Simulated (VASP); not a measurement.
A run of VASP 6.6.1:

Contents of INCAR:

```
ALGO = Normal
EDIFF = 1E-6
ENCUT = 520
GGA = PE
ISIF = 2
ISMEAR = -1
LASPH = True
LCHARG = False
LREAL = False
LWAVE = False
NBANDS = 16
NELM = 80
PREC = Accurate
SIGMA = 0.02
```

File KPOINTS:

```
k-points
0
Gamma
  6 6 6
```

Contents of POSCAR:

```
CuI
1.0
    0.0000000000      3.0450000000      3.0450000000
    3.0450000000      0.0000000000      3.0450000000
    3.0450000000      3.0450000000      0.0000000000
Cu I
1 1
Direct
    0.0000000000      0.0000000000      0.0000000000
    0.2500000000      0.2500000000      0.2500000000
```

Potentials or basis: VASP PAW PBE potentials, release 64 (Cu, I).

Command:

```console
$ cat potpaw_PBE.64/Cu/POTCAR potpaw_PBE.64/I/POTCAR > POTCAR
$ mpirun -np 1 vasp_std > vasp.out
```

Hardware: 1 thread of AMD EPYC 7R13 Processor (Zen 3), with other jobs on the host.

**Question.** How long does it take, and how much memory?

**Answer.** Wall time 13 s on 1 thread of AMD EPYC 7R13 Processor (Zen 3) (shared host), peak memory 0.14 GiB. Counts: scf iterations 14, k points 16.
